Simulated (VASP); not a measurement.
Write the native input for VASP 6.6.1 that does the following.

- Task: single point
- Functional: PBE
- Potentials or basis: VASP PAW PBE potentials, release 64 (Ho_3, S), 4f in core
- Cutoff: 500 eV
- k mesh: 3 × 3 × 3
- Occupations: gaussian, width 0.2 eV
- Spin: no spin polarisation
- Dipole correction: no
- Further INCAR settings: ALGO = Normal; EDIFF = 1e-06; NBANDS = 29

The structure of Ho4S lies in POSCAR:

```
Ho4S
1.0
    5.4386379383      0.0000000000      0.0000000000
    0.0000000000      5.4386379383      0.0000000000
    0.0000000000      0.0000000000      5.4386379383
Ho S
4 1
Direct
    0.0000000000      0.5000000000      0.5000000000
    0.5000000000      0.0000000000      0.5000000000
    0.5000000000      0.5000000000      0.0000000000
    0.5000000000      0.5000000000      0.5000000000
    0.0000000000      0.0000000000      0.0000000000
```

The cell was generated, and may not be a known phase.

These files were run (other wordings do the same):

INCAR

```
ALGO = Normal
EDIFF = 1E-6
ENCUT = 500
GGA = PE
GGA_COMPAT = False
ISIF = 2
ISMEAR = 0
LASPH = True
LCHARG = False
LMAXMIX = 6
LREAL = False
LWAVE = False
NBANDS = 29
NELM = 200
PREC = Accurate
SIGMA = 0.2
```

KPOINTS

```
k-points
0
Gamma
  3 3 3
```

Potentials or basis: VASP PAW PBE potentials, release 64 (Ho_3, S), 4f in core.

The run is started by

```sh
$ cat potpaw_PBE.64/Ho_3/POTCAR potpaw_PBE.64/S/POTCAR > POTCAR
$ mpirun -np 1 vasp_std > vasp.out
```

Results of the run:

```yaml
Pressure: 1.2 GPa
Band_gap_on_the_k_mesh: zero (bands 21 and 22 overlap by 1.57 eV)
```

Caveat: the k points lie up to 0.39 Å⁻¹ apart, too coarse for converged energies and pressures of a metal; spin-orbit coupling is left out, which moves the levels of the heavy elements; the 4f electrons are frozen in the core, so they carry no moment and show no levels; the run has no spin polarisation, though such a crystal can be magnetic.

Wall time 30 s on 1 thread of Intel(R) Xeon(R) Platinum 8175M CPU @ 2.50GHz (Skylake/Cascade Lake) (shared host), peak memory 0.23 GiB.
